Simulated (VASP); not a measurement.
A run of VASP 6.6.1 is set up as follows.

The input INCAR:

```
SYSTEM = BeGa2C2
PREC = Accurate ; ENCUT = 910
EDIFF = 1E-6 ; ISMEAR = 0
SIGMA = 0.1 ; LREAL = .FALSE.
LASPH = .TRUE. ; NELM = 120
ALGO = Normal ; ISIF = 2
LWAVE = .FALSE. ; LCHARG = .FALSE.
GGA = PE ; NBANDS = 26
GGA_COMPAT = .FALSE.
```

KPOINTS

```
Automatic mesh
0
G
  14 14 6
  0 0 0
```

The input POSCAR:

```
BeGa2C2
1.0
    1.6409775048     -2.4131543694      0.0000000000
    1.6409775048      2.4131543694      0.0000000000
    0.0000000000      0.0000000000      8.3970005720
Be Ga C
1 2 2
Direct
    0.5000000000      0.5000000000      0.0000000000
    0.0000000000      0.0000000000      0.6726896818
    0.0000000000      0.0000000000      0.3273103182
    0.0000000000      0.0000000000      0.0797817560
    0.0000000000      0.0000000000      0.9202182440
```

Potentials or basis: VASP PAW PBE potentials, release 64 (Be, Ga_d, C_h).

The run is started by

```sh
$ cat potpaw_PBE.64/Be/POTCAR potpaw_PBE.64/Ga_d/POTCAR potpaw_PBE.64/C_h/POTCAR > POTCAR
$ mpirun -np 1 vasp_std > vasp.out
```

What does it give for the pressure?

0.0 GPa.

Estimate the largest force.

0.015 eV/Å.

Estimate the band gap on the k mesh.

zero (bands 18 and 19 overlap by 4.33 eV).

Forces in eV/Å, atoms in the order of the input:
```
Be   0.000  0.000  0.000
Ga   0.000  0.000 -0.007
Ga   0.000  0.000  0.007
C    0.000  0.000 -0.015
C    0.000  0.000  0.015
```

Caveat: the cutoff is under 1.25 times the usual one of these potentials, so pressure, stress and relaxed cells hold a basis-set (Pulay) error.
